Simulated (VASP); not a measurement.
# InP (I-4m2) in VASP: a series of runs

Runs on InP. Level: r2SCAN. Tasks: single point.

All numbers are computed with VASP 6.6.1; they aren't measurements. Logs are shortened: lines on timing, memory, paths and dates and some standing lists are left out, and cuts for length are marked.

### 1 The cell of the first run

Symmetry: I-4m2, No. 119, tetragonal system. The conventional cell has a = 4.240 Å, b = 4.240 Å, c = 5.907 Å, α = 90.00°, β = 90.00°, γ = 90.00°. Within 3.4 Å of In (site symmetry -4m2) lie 4 P at 2.58 Å. P (site symmetry -4m2) has 4 In at 2.58 Å within 3.4 Å.

### 2 Single point, r2SCAN (strain +0.015 along x and y, +0.000 along z)

POSCAR

```
InP
1.0
    0.0000000000      2.9978724482      2.9535689145
    2.9978724482      0.0000000000      2.9535689145
    2.9978724482      2.9978724482      0.0000000000
In P
1 1
Direct
    0.0000000000      0.0000000000      0.0000000000
    0.7500000000      0.7500000000      0.7500000000
```

INCAR.step1

```
SYSTEM = InP
ALGO = Normal
EDIFF = 1E-4
ENCUT = 520
GGA = PE
ISMEAR = 0
LASPH = .True.
LCHARG = .False.
LREAL = .False.
LWAVE = .True.
NBANDS = 16
NELM = 60
PREC = Accurate
SIGMA = 0.05
```

INCAR.step2

```
SYSTEM = InP
ALGO = Normal
EDIFF = 1E-6
ENCUT = 520
ISIF = 2
ISMEAR = 0
ISTART = 1
LASPH = .True.
LCHARG = .False.
LMIXTAU = .True.
LREAL = .False.
LWAVE = .False.
METAGGA = R2SCAN
NBANDS = 16
NELM = 60
PREC = Accurate
SIGMA = 0.05
```

KPOINTS

```
k-points
0
Gamma
  8 8 8
  0 0 0
```

Potentials or basis: VASP PAW PBE potentials, release 64 (In_d, P).

On the command line:

```bash
> cat potpaw_PBE.64/In_d/POTCAR potpaw_PBE.64/P/POTCAR > POTCAR
> cp INCAR.step1 INCAR
> mpirun -np 1 vasp_std > vasp.out
> cp INCAR.step2 INCAR
> mpirun -np 1 vasp_std > vasp.out
```

OUTCAR:

```text
SYSTEM = InP
   EDIFF = 1E-6
   ENCUT = 520
   ISIF = 2
   ISMEAR = 0
   ISTART = 1
   LASPH = .True.
   LREAL = .False.
   METAGGA = R2SCAN
   NELM = 60
   PREC = Accurate

 ion  position               nearest neighbor table
   1  0.000  0.000  0.000-   2 2.58   2 2.58   2 2.58   2 2.58
   2  0.750  0.750  0.750-   1 2.58   1 2.58   1 2.58   1 2.58

  LATTYP: Found a body centered tetragonal cell.
 ALAT       =     4.2396318745
 C/A-ratio  =     1.3933138546

  Lattice vectors:

 A1 = (   0.0000000000,  -2.9978724482,  -2.9535689145)
 A2 = (   0.0000000000,   2.9978724482,  -2.9535689145)
 A3 = (   2.9978724482,   0.0000000000,   2.9535689145)

Analysis of symmetry for initial positions (statically):
=====================================================================
 Subroutine PRICEL returns:
 Original cell was already a primitive cell.

 Routine SETGRP: Setting up the symmetry group for a
 body centered tetragonal supercell.

 Subroutine GETGRP returns: Found  8 space group operations
 (whereof  8 operations were pure point group operations)
 out of a pool of 16 trial point group operations.

The static configuration has the point symmetry D_2d.

Analysis of symmetry for dynamics (positions and initial velocities):
=====================================================================
 Subroutine PRICEL returns:
 Original cell was already a primitive cell.

 Routine SETGRP: Setting up the symmetry group for a
 body centered tetragonal supercell.

 Subroutine GETGRP returns: Found  8 space group operations
 (whereof  8 operations were pure point group operations)
 out of a pool of 16 trial point group operations.

The dynamic configuration has the point symmetry D_2d.

 Subroutine INISYM returns: Found  8 space group operations
 (whereof  8 operations are pure point group operations),
 and found     1 'primitive' translations

----------------------------------------------------------------------------------------

                                     Primitive cell

  volume of cell :      53.0889

  direct lattice vectors                    reciprocal lattice vectors
     0.000000000  2.997872448  2.953568914    -0.166784948  0.166784948  0.169286722
     2.997872448  0.000000000  2.953568914     0.166784948 -0.166784948  0.169286722
     2.997872448  2.997872448  0.000000000     0.166784948  0.166784948 -0.169286722

  length of vectors
     4.208421147  4.208421147  4.239631875     0.290331590  0.290331590  0.290331590

  position of ions in fractional coordinates (direct lattice)
     0.000000000  0.000000000  0.000000000
     0.750000000  0.750000000  0.750000000

  ion indices of the primitive-cell ions
   primitive index   ion index
                 1           1
                 2           2

----------------------------------------------------------------------------------------

 KPOINTS: k-points

Automatic generation of k-mesh.
 Grid dimensions read from file:
 generate k-points for:    8    8    8

 Generating k-lattice:

  Cartesian coordinates                     Fractional coordinates (reciprocal lattice)
    -0.020848118  0.020848118  0.021160840     0.125000000  0.000000000  0.000000000
     0.020848118 -0.020848118  0.021160840     0.000000000  0.125000000  0.000000000
     0.020848118  0.020848118 -0.021160840    -0.000000000 -0.000000000  0.125000000

  Length of vectors
     0.036291449  0.036291449  0.036291449

  Shift w.r.t. Gamma in fractional coordinates (k-lattice)
     0.000000000  0.000000000  0.000000000

 Subroutine IBZKPT returns following result:
 ===========================================

 Found     59 irreducible k-points:

 Following reciprocal coordinates:
            Coordinates               Weight
  0.000000  0.000000  0.000000      1.000000
  0.125000  0.000000  0.000000      8.000000
  0.250000  0.000000  0.000000      8.000000
  0.375000  0.000000  0.000000      8.000000
  0.500000  0.000000  0.000000      4.000000
  0.125000  0.125000  0.000000      2.000000
[... 16 lines left out ...]
  0.250000  0.000000  0.125000     16.000000
  0.375000  0.000000  0.125000     16.000000
 [... further k-points ...]
   k-points           NKPTS =     59   k-points in BZ     NKDIM =     59   number of bands    NBANDS=     16
   number of dos      NEDOS =    301   number of ions     NIONS =      2
   total plane-waves  NPLWV =  32768
   dimension x,y,z NGX =    32 NGY =   32 NGZ =   32
   dimension x,y,z NGXF=    64 NGYF=   64 NGZF=   64
   ions per type =               1   1
   NGX,Y,Z   is equivalent  to a cutoff of  12.64, 12.64, 12.55 a.u.
   NGXF,Y,Z  is equivalent  to a cutoff of  25.28, 25.28, 25.10 a.u.
 SYSTEM =  InP
   PREC   = accura    normal or accurate (medium, high low for compatibility)
   ISTART =      1    job   : 0-new  1-cont  2-samecut
   ICHARG =      0    charge: 1-file 2-atom 10-const
   ISPIN  =      1    spin polarized calculation?
   LNONCOLLINEAR =      F non collinear calculations
   LSORBIT =      F    spin-orbit coupling
   LASPH  =      T    aspherical Exc in radial PAW
   ENCUT  =  520.0 eV  38.22 Ry    6.18 a.u.   7.82  7.82  7.88*2*pi/ulx,y,z
   NELM   =     60;   NELMIN=  2; NELMDL=  0     # of ELM steps
   EDIFF  = 0.1E-05   stopping-criterion for ELM
   LREAL  =      F    real-space projection
   EDIFFG = 0.1E-04   stopping-criterion for IOM
   NSW    =      0    number of steps for IOM
   IBRION =     -1    ionic relax: 0-MD 1-quasi-New 2-CG
   NFREE  =      0    steps in history (QN), initial steepest desc. (CG)
   ISIF   =      2    stress and relaxation
   ISYM   =      2    0-nonsym 1-usesym 2-fastsym
   POTIM  = 0.5000    time-step for ionic-motion
   TEBEG  =    0.0;   TEEND  =   0.0 temperature during run
   PSTRESS=    0.0 pullay stress
   NELECT =      18.0000    total number of electrons
   NUPDOWN=      -1.0000    fix difference up-down
   EMIN   =  10.00;   EMAX   =-10.00  energy-range for DOS
   EFERMI =   0.00;   METHOD = LEGACY
   ISMEAR =     0;   SIGMA  =   0.05  broadening in eV -4-tet -1-fermi 0-gaus
   EFERMI_NEDOS =   21; number of points for ismear=-14 and -15
   IALGO  =     38    algorithm
   IMIX   =      4    mixing-type and parameters
     AMIX     =   0.40;   BMIX     =  1.00
     AMIX_MAG =   1.60;   BMIX_MAG =  1.00
  volume/ion in A,a.u.               =      26.54       179.13
  Fermi-wavevector in a.u.,A,eV,Ry     =   1.141558  2.157231 17.730486  1.303154
  Thomas-Fermi vector in A             =   2.278258
   LORBIT       =      0    0 simple, 1 ext, 2 COOP (PROOUT), +10 PAW based schemes
   METAGGA = R2SCAN    functional components
   LHFCALC =     F    Hartree Fock is set to
   AEXX    =    0.0000 exact exchange contribution
   IVDW    =     0    specifies the selected vdW correction
   LEPSILON=     F    determine dielectric tensor
   LRPA    =     F    only Hartree local field effects (RPA)
 non-spin polarized calculation
 Gauss-broadening in eV      SIGMA  =   0.05
  energy-cutoff  :      520.00
  volume of cell :       53.09
 maximum number of plane-waves:      1441
   NGX = 15   NGY = 15   NGZ = 15

 number of electron      18.0000003 magnetization

 Free energy of the ion-electron system (eV)
  ---------------------------------------------------
  ext. energy  EPLUGINS =         0.00000000
  ---------------------------------------------------
  free energy    TOTEN  =       -32.28617293 eV

  energy without entropy =      -32.28617293  energy(sigma->0) =      -32.28617293

 E-fermi :   4.7738     XC(G=0):  -9.6339

 val. band max:        4.4889667998   @ k =   0.0000   0.0000   0.0000
 cond. band min:       5.2980420881   @ k =   0.0000   0.0000   0.0000
 fundamental gap:      0.8090752883
 Fermi energy:         4.7737834309

 k-point     1 :       0.0000    0.0000    0.0000
  band No.  band energies     occupation
      1     -10.1234      2.00000
      2     -10.1234      2.00000
      3     -10.1172      2.00000
      4      -9.9713      2.00000
      5      -9.9683      2.00000
      6      -7.1940      2.00000
[... 8 lines left out ...]
     15      14.1649      0.00000
     16      14.3893      0.00000

 k-point     2 :       0.1250    0.0000    0.0000
  band No.  band energies     occupation
      1     -10.1387      2.00000
      2     -10.1166      2.00000
      3     -10.1124      2.00000
      4      -9.9714      2.00000
      5      -9.9679      2.00000
      6      -7.0213      2.00000
[... 8 lines left out ...]
     15      13.7222      0.00000
     16      14.0965      0.00000

 k-point     3 :       0.2500    0.0000    0.0000
  band No.  band energies     occupation
      1     -10.1779      2.00000
      2     -10.1019      2.00000
      3     -10.0981      2.00000
      4      -9.9698      2.00000
      5      -9.9651      2.00000
      6      -6.5420      2.00000
[... 8 lines left out ...]
     15      13.4530      0.00000
     16      13.9678      0.00000

 k-point     4 :       0.3750    0.0000    0.0000
  band No.  band energies     occupation
      1     -10.2149      2.00000
      2     -10.0902      2.00000
      3     -10.0865      2.00000
      4      -9.9651      2.00000
      5      -9.9591      2.00000
      6      -5.9126      2.00000
[... 8 lines left out ...]
     15      14.3690      0.00000
     16      14.4041      0.00000
[... 324 lines left out ...]
 k-point    22 :       0.1250    0.0000    0.1250
  band No.  band energies     occupation
      1     -10.1529      2.00000
      2     -10.1098      2.00000
      3     -10.1045      2.00000
      4      -9.9741      2.00000
      5      -9.9658      2.00000
      6      -6.9662      2.00000
[... 8 lines left out ...]
     15      14.4119      0.00000
     16      14.5280      0.00000

 k-point    23 :       0.2500    0.0000    0.1250
  band No.  band energies     occupation
      1     -10.1844      2.00000
      2     -10.0962      2.00000
      3     -10.0910      2.00000
      4      -9.9773      2.00000
      5      -9.9617      2.00000
      6      -6.5900      2.00000
[... 8 lines left out ...]
     15      14.3448      0.00000
     16      15.2189      0.00000

 k-point    24 :       0.3750    0.0000    0.1250
  band No.  band energies     occupation
      1     -10.2164      2.00000
      2     -10.0861      2.00000
      3     -10.0787      2.00000
      4      -9.9743      2.00000
      5      -9.9577      2.00000
      6      -5.9966      2.00000
[... 8 lines left out ...]
     15      14.7907      0.00000
     16      14.9810      0.00000

 [... further k-points ...]

------------------------ aborting loop because EDIFF is reached ----------------------------------------

  FORCE on cell =-STRESS in cart. coord.  units (eV):
  Direction    XX          YY          ZZ          XY          YZ          ZX
  --------------------------------------------------------------------------------------
  -------------------------------------------------------------------------------------
  Total       -0.7383165     -0.7383165     -0.5191962      0.0000000     -0.0000000     -0.0000000
  in kB      -22.2817746    -22.2817746    -15.6689064      0.0000000     -0.0000000     -0.0000000
  external PRESSURE =     -20.0774852 kB  Pullay stress =       0.0000000 kB

 VOLUME and BASIS-vectors are now :
 -----------------------------------------------------------------------------
  energy-cutoff  :      520.00
  volume of cell :       53.09
      direct lattice vectors                 reciprocal lattice vectors
     0.000000000  2.997872448  2.953568914    -0.166784948  0.166784948  0.169286722
     2.997872448  0.000000000  2.953568914     0.166784948 -0.166784948  0.169286722
     2.997872448  2.997872448  0.000000000     0.166784948  0.166784948 -0.169286722

 POSITION                                       TOTAL-FORCE (eV/Angst)
 -----------------------------------------------------------------------------------
      0.00000      0.00000      0.00000         0.000000      0.000000     -0.000000
      4.49681      4.49681      4.43035         0.000000      0.000000      0.000000
 -----------------------------------------------------------------------------------
    total drift:                                0.000001      0.000001      0.000006

  FREE ENERGIE OF THE ION-ELECTRON SYSTEM (eV)
  ---------------------------------------------------
  free  energy   TOTEN  =       -32.2861729262 eV

  energy  without entropy=      -32.2861729262  energy(sigma->0) =      -32.28617293
```

Run time: 69 s. Hardware: 1 thread of Intel Xeon Platinum 8559C (Emerald Rapids), shared host; peak memory 0.21 GiB.

What came out:

- Free energy: -32.2862 eV
- Pressure: -2.0 GPa
- Band gap on the k mesh: 0.81 eV

Levels at points of the mesh, in eV from the valence-band top:
```
           k point  band 5  band 6  band 7  band 8  band 9  band 10  band 11  band 12  band 13  band 14
(0.00, 0.00, 0.00)  -14.46  -11.68   -0.07   -0.07    0.00     0.81     4.37     4.40     4.40     8.80
(0.50, 0.00, 0.00)  -14.44  -10.05   -5.64   -1.02   -0.93     1.67     5.05     5.16     7.38     9.77
(0.50, 0.50, 0.00)  -14.42   -9.40   -5.63   -2.33   -2.33     1.99     2.40     9.58     9.88     9.88
(0.50, 0.00, 0.50)  -14.43   -9.45   -5.72   -2.25   -2.25     2.07     2.54     9.43     9.84     9.93
```

Caveat: the cell differs from its parent crystal (strain +0.015 along x and y, +0.000 along z); the PAW data sets were made with another functional, which shifts forces and pressure a little; spin-orbit coupling is left out, which moves the levels of the heavy elements.

(Part 1 of 2 ends here.)
